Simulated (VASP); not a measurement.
# Sc12H (a cell with a defect) in VASP: further runs, part 2 of 2

VASP 6.6.1. Earlier steps stand in the parts before.

### 4 Single point, PBEsol

Input file INCAR:

```
  PREC = Accurate
  ENCUT = 520
  EDIFF = 1E-7
  ISMEAR = 0
  SIGMA = 0.1
  LREAL = F
  LASPH = T
  NELM = 80
  ALGO = Normal
  ISIF = 2
  LWAVE = F
  LCHARG = F
  GGA = PS
  NBANDS = 78
```

Input file KPOINTS:

```
Automatic mesh
0
Gamma
  3 2 3
```

Input file POSCAR:

```
Sc12H
1.0
    6.6200000000      0.0000000000      0.0000000000
   -4.9650000000      8.5996320000      0.0000000000
    0.0000000000      0.0000000000      5.2761400000
Sc H
12 1
Direct
   -0.0001830213      0.0013543603     -0.0009929608
    0.1650829348      0.2222648597      0.4998536809
    0.0000054999      0.3327747048      0.0016857020
    0.1671435299      0.5558141325      0.4983395058
    0.0007536963      0.6672341328     -0.0020033585
    0.1680229582      0.8898928466      0.4954061113
    0.5031900693      0.0014105255      0.0000968511
    0.6684829345      0.2222956750      0.5008981945
    0.5002767831      0.3337825386      0.0045931306
    0.6674739251      0.5564383453      0.5021244698
    0.5011472147      0.6678559036      0.0018287991
    0.6683573205      0.8909233558      0.4983404534
    0.8343649941      0.1120475853      0.2499615249
```

Potentials or basis: VASP PAW PBE potentials, release 64 (Sc_sv, H).

Run with:

```bash
$ cat potpaw_PBE.64/Sc_sv/POTCAR potpaw_PBE.64/H/POTCAR > POTCAR
$ mpirun -np 1 vasp_std > vasp.out
```

OUTCAR:

```text
PREC = Accurate
   ENCUT = 520
   EDIFF = 1E-7
   ISMEAR = 0
   LREAL = F
   LASPH = T
   NELM = 80
   ISIF = 2
   GGA = PS

 ion  position               nearest neighbor table
   1  1.000  0.001  0.999-   2 3.25  12 3.25   6 3.25  12 3.25   2 3.25   6 3.28   7 3.29   3 3.29
                            11 3.31   9 3.31   5 3.32   7 3.33
   2  0.165  0.222  0.500-   3 3.24   9 3.24   1 3.25   1 3.25   3 3.26   9 3.28   8 3.29  12 3.29
                             4 3.31   6 3.31  10 3.32   8 3.33
   3  0.000  0.333  0.002-   2 3.24   4 3.25   8 3.25   8 3.25   2 3.26   4 3.28   7 3.29   1 3.29
                             9 3.31   9 3.31   5 3.32  11 3.32
   4  0.167  0.556  0.498-  11 3.24   3 3.25   5 3.26   5 3.26  11 3.27   3 3.28   2 3.31   8 3.31
                            10 3.31  10 3.31   6 3.31  12 3.32
   5  0.001  0.667  0.998-  10 3.24   6 3.25   4 3.26   4 3.26   6 3.27  10 3.28  11 3.31  11 3.31
                             9 3.31   3 3.32   1 3.32   7 3.32
   6  0.168  0.890  0.495-   7 3.24   5 3.25   1 3.25   5 3.27   1 3.28   7 3.28   8 3.31  12 3.31
                             2 3.31  10 3.31  12 3.31   4 3.31
   7  0.503  0.001  0.000-  12 3.24   6 3.24   8 3.25   8 3.25  12 3.26   6 3.28   1 3.29   3 3.29
                            11 3.31   9 3.31   5 3.32   1 3.33
   8  0.668  0.222  0.501-   7 3.25   3 3.25   9 3.25   7 3.25   3 3.25   9 3.28   2 3.29  12 3.29
                             4 3.31   6 3.31  10 3.32   2 3.33
   9  0.500  0.334  0.005-   2 3.24   8 3.25  10 3.25  10 3.27   8 3.28   2 3.28   3 3.31   1 3.31
                             7 3.31   5 3.31   3 3.31  11 3.31
  10  0.667  0.556  0.502-   5 3.24   9 3.25  11 3.26  11 3.26   9 3.27   5 3.28   4 3.31   4 3.31
                             6 3.31  12 3.32   8 3.32   2 3.32
  11  0.501  0.668  0.002-   4 3.24  12 3.25  10 3.26  10 3.26   4 3.27  12 3.28   7 3.31   1 3.31
                             5 3.31   5 3.31   9 3.31   3 3.32
  12  0.668  0.891  0.498-   7 3.24  11 3.25   1 3.25   1 3.25   7 3.26  11 3.28   2 3.29   8 3.29
                             6 3.31   6 3.31  10 3.32   4 3.32
  13  0.834  0.112  0.250-

  LATTYP: Found a simple monoclinic cell.
 ALAT       =     6.6200000000
 B/A-ratio  =     0.7970000000
 C/A-ratio  =     1.3228756170
 COS(beta)  =    -0.1889822420

  Lattice vectors:

 A1 = (   6.6200000000,   0.0000000000,   0.0000000000)
 A2 = (   0.0000000000,   0.0000000000,   5.2761400000)
 A3 = (  -1.6550000000,  -8.5996320000,   0.0000000000)

Analysis of symmetry for initial positions (statically):
=====================================================================
 Subroutine PRICEL returns:
 Original cell was already a primitive cell.

 Routine SETGRP: Setting up the symmetry group for a
 simple monoclinic supercell.

 Subroutine GETGRP returns: Found  1 space group operations
 (whereof  1 operations were pure point group operations)
 out of a pool of  4 trial point group operations.

The static configuration has the point symmetry C_1 .

Analysis of symmetry for dynamics (positions and initial velocities):
=====================================================================
 Subroutine PRICEL returns:
 Original cell was already a primitive cell.

 Routine SETGRP: Setting up the symmetry group for a
 simple monoclinic supercell.

 Subroutine GETGRP returns: Found  1 space group operations
 (whereof  1 operations were pure point group operations)
 out of a pool of  4 trial point group operations.

[... 115 lines left out ...]
   NGXF,Y,Z  is equivalent  to a cutoff of  25.11, 26.79, 25.21 a.u.
 SYSTEM =  unknown system
   PREC   = accura    normal or accurate (medium, high low for compatibility)
   ISTART =      0    job   : 0-new  1-cont  2-samecut
   ICHARG =      2    charge: 1-file 2-atom 10-const
   ISPIN  =      1    spin polarized calculation?
   LNONCOLLINEAR =      F non collinear calculations
   LSORBIT =      F    spin-orbit coupling
   LASPH  =      T    aspherical Exc in radial PAW
   ENCUT  =  520.0 eV  38.22 Ry    6.18 a.u.  12.31 18.46  9.81*2*pi/ulx,y,z
   NELM   =     80;   NELMIN=  2; NELMDL= -5     # of ELM steps
   EDIFF  = 0.1E-06   stopping-criterion for ELM
   LREAL  =      F    real-space projection
   EDIFFG = 0.1E-05   stopping-criterion for IOM
   NSW    =      0    number of steps for IOM
   IBRION =     -1    ionic relax: 0-MD 1-quasi-New 2-CG
   NFREE  =      0    steps in history (QN), initial steepest desc. (CG)
   ISIF   =      2    stress and relaxation
   ISYM   =      2    0-nonsym 1-usesym 2-fastsym
   POTIM  = 0.5000    time-step for ionic-motion
   TEBEG  =    0.0;   TEEND  =   0.0 temperature during run
   PSTRESS=    0.0 pullay stress
   NELECT =     133.0000    total number of electrons
   NUPDOWN=      -1.0000    fix difference up-down
   EMIN   =  10.00;   EMAX   =-10.00  energy-range for DOS
   EFERMI =   0.00;   METHOD = LEGACY
   ISMEAR =     0;   SIGMA  =   0.10  broadening in eV -4-tet -1-fermi 0-gaus
   EFERMI_NEDOS =   21; number of points for ismear=-14 and -15
   IALGO  =     38    algorithm
   IMIX   =      4    mixing-type and parameters
     AMIX     =   0.40;   BMIX     =  1.00
     AMIX_MAG =   1.60;   BMIX_MAG =  1.00
  volume/ion in A,a.u.               =      23.11       155.92
  Fermi-wavevector in a.u.,A,eV,Ry     =   1.247788  2.357977 21.183915  1.556974
  Thomas-Fermi vector in A             =   2.381904
   LORBIT       =      0    0 simple, 1 ext, 2 COOP (PROOUT), +10 PAW based schemes
   GGA     = PS    functional components
   LHFCALC =     F    Hartree Fock is set to
   AEXX    =    0.0000 exact exchange contribution
   IVDW    =     0    specifies the selected vdW correction
   LEPSILON=     F    determine dielectric tensor
   LRPA    =     F    only Hartree local field effects (RPA)
 non-spin polarized calculation
 Gauss-broadening in eV      SIGMA  =   0.10
  energy-cutoff  :      520.00
  volume of cell :      300.37
 maximum number of plane-waves:      8103
 NGX is ok and might be reduce to    50
   NGX = 25   NGY = 37   NGZ = 19

 number of electron     133.0000002 magnetization

 Free energy of the ion-electron system (eV)
  ---------------------------------------------------
  ext. energy  EPLUGINS =         0.00000000
  ---------------------------------------------------
  free energy    TOTEN  =       -83.25505925 eV

  energy without entropy =      -83.10768512  energy(sigma->0) =      -83.18137218

 E-fermi :   3.5414     XC(G=0):  -9.9750

 val. band max:        3.5370210925   @ k =   0.3333   0.5000   0.0000
 cond. band min:       3.5480744903   @ k =   0.3333   0.0000   0.3333
 fundamental gap:      0.0110533978
 Fermi energy:         3.5413843751

 k-point     1 :       0.0000    0.0000    0.0000
  band No.  band energies     occupation
      1     -45.6928      2.00000
      2     -45.6550      2.00000
      3     -45.6547      2.00000
      4     -45.6470      2.00000
      5     -45.6367      2.00000
      6     -45.6313      2.00000
[... 799 lines left out ...]
     77       4.4617      0.00000
     78       4.5376      0.00000

------------------------ aborting loop because EDIFF is reached ----------------------------------------

  FORCE on cell =-STRESS in cart. coord.  units (eV):
  Direction    XX          YY          ZZ          XY          YZ          ZX
  --------------------------------------------------------------------------------------
  -------------------------------------------------------------------------------------
  Total       -5.0616564     -5.0970540     -7.1482753      0.0340589     -0.0174026     -0.0452729
  in kB      -26.9990868    -27.1878989    -38.1291992      0.1816718     -0.0928263     -0.2414876
  external PRESSURE =     -30.7720616 kB  Pullay stress =       0.0000000 kB

 VOLUME and BASIS-vectors are now :
 -----------------------------------------------------------------------------
  energy-cutoff  :      520.00
  volume of cell :      300.37
      direct lattice vectors                 reciprocal lattice vectors
     6.620000000  0.000000000  0.000000000     0.151057402  0.087213034  0.000000000
    -4.965000000  8.599632000  0.000000000     0.000000000  0.116284046  0.000000000
     0.000000000  0.000000000  5.276140000     0.000000000  0.000000000  0.189532499

 POSITION                                       TOTAL-FORCE (eV/Angst)
 -----------------------------------------------------------------------------------
      6.61206      0.01165      5.27090         0.000856      0.000774      0.000006
     -0.01070      1.91140      2.63730         0.004105      0.002707      0.003789
     -1.65219      2.86174      0.00889        -0.000499      0.003384     -0.002285
     -1.65313      4.77980      2.62931         0.000292      0.001196      0.000602
     -3.30783      5.73797      5.26557         0.001718     -0.000966     -0.001526
     -3.30601      7.65275      2.61383        -0.000739     -0.000480      0.000470
      3.32411      0.01213      0.00051        -0.002857     -0.002236     -0.003393
      3.32166      1.91166      2.64281        -0.001261      0.001053      0.001728
      1.65460      2.87041      0.02423         0.000904      0.000602     -0.000684
      1.65596      4.78517      2.64928        -0.000300      0.000900      0.001133
      0.00169      5.74331      0.00965        -0.001001     -0.000389     -0.001952
      0.00109      7.66161      2.62931        -0.000609     -0.003669      0.001790
      4.96718      0.96357      1.31883        -0.000608     -0.002876      0.000321
 -----------------------------------------------------------------------------------
    total drift:                               -0.000099     -0.000206     -0.000012

  FREE ENERGIE OF THE ION-ELECTRON SYSTEM (eV)
  ---------------------------------------------------
  free  energy   TOTEN  =       -83.2550592486 eV

  energy  without entropy=      -83.1076851160  energy(sigma->0) =      -83.18137218
```

Run time: 16 min. Hardware: 1 thread of Intel Xeon 8259CL, shared host; peak memory 0.48 GiB.

What came out:

```
Free energy            : -83.2551 eV
Pressure               : -3.1 GPa
Largest force          : 0.006 eV/Å
Band gap on the k mesh : zero (an odd number of electrons rules out a gap without spin polarisation)
```

Forces on the atoms (eV/Å):
```
Sc   0.001  0.001  0.000
Sc   0.004  0.003  0.004
Sc   0.000  0.003 -0.002
Sc   0.000  0.001  0.001
Sc   0.002 -0.001 -0.002
Sc  -0.001  0.000  0.000
Sc  -0.003 -0.002 -0.003
Sc  -0.001  0.001  0.002
Sc   0.001  0.001 -0.001
Sc   0.000  0.001  0.001
Sc  -0.001  0.000 -0.002
Sc  -0.001 -0.004  0.002
H   -0.001 -0.003  0.000
```

Caveat: the k points lie up to 0.40 Å⁻¹ apart, too coarse for converged energies and pressures of a metal; the PAW data sets were made with another functional, which shifts forces and pressure a little.

### 5 Single point, PBEsol

Input file INCAR:

```
PREC = Accurate ; ENCUT = 520
EDIFF = 1E-7 ; ISMEAR = 0
SIGMA = 0.1 ; LREAL = False
LASPH = True ; NELM = 80
ALGO = Normal ; ISIF = 2
LWAVE = False ; LCHARG = False
GGA = PS ; NBANDS = 78
```

KPOINTS is that of step 4.

Input file POSCAR:

```
Sc12H
1.0
    6.6200000000      0.0000000000      0.0000000000
   -4.9650000000      8.5996320000      0.0000000000
    0.0000000000      0.0000000000      5.2761400000
Sc H
12 1
Direct
   -0.0006159977      0.0006330503      0.0023265114
    0.1649759864      0.2216056455      0.5014650862
   -0.0002163331      0.3321161882      0.0000534482
    0.1668020879      0.5550499138      0.5033016561
    0.0004606244      0.6664852636      0.0036594935
    0.1677862684      0.8891909561      0.5060953652
    0.5028647669      0.0005618845      0.0017300527
    0.6683431219      0.2215048272      0.5008612357
    0.5000830184      0.3329997144     -0.0029682685
    0.6672914778      0.5557072675      0.4994149132
    0.5008656211      0.6670927314     -0.0001366529
    0.6680235692      0.8900620399      0.5031521150
    0.8340073111      0.1110488216      0.7518045389
```

Run with:

```bash
$ cat potpaw_PBE.64/Sc_sv/POTCAR potpaw_PBE.64/H/POTCAR > POTCAR
$ mpirun -np 1 vasp_std > vasp.out
```

Run time: 15 min. Hardware: 1 thread of Intel Xeon 8259CL, shared host; peak memory 0.48 GiB.

Results (log left out):

* Free energy: -83.2551 eV
* Pressure: -3.1 GPa
* Largest force: 0.006 eV/Å
* Band gap on the k mesh: zero (an odd number of electrons rules out a gap without spin polarisation)

Forces on the atoms (eV/Å):
```
Sc   0.005  0.000  0.003
Sc   0.002 -0.001  0.001
Sc   0.001 -0.001  0.000
Sc   0.002  0.003  0.000
Sc   0.002  0.000  0.000
Sc  -0.001 -0.002  0.001
Sc  -0.003  0.001 -0.001
Sc  -0.003  0.001 -0.003
Sc   0.000  0.001  0.000
Sc  -0.001 -0.001  0.001
Sc  -0.001 -0.002  0.000
Sc  -0.001  0.000  0.001
H   -0.001  0.000 -0.002
```

Stress tensor (GPa, compression positive):
```
-2.70  0.02  0.03
 0.02 -2.72  0.01
 0.03  0.01 -3.81
```

Levels at points of the mesh, in eV from the Fermi level:
```csv
k point,band 62,band 63,band 64,band 65,band 66,band 67,band 68,band 69,band 70,band 71
"(0.00, 0.00, 0.00)",-0.56,-0.53,-0.49,-0.46,-0.31,-0.30,-0.29,0.06,0.07,0.35
"(0.00, 0.50, 0.00)",-0.56,-0.56,-0.53,-0.34,-0.30,-0.29,-0.28,-0.05,0.06,0.84
```

Caveat: the k points lie up to 0.40 Å⁻¹ apart, too coarse for converged energies and pressures of a metal; the PAW data sets were made with another functional, which shifts forces and pressure a little.
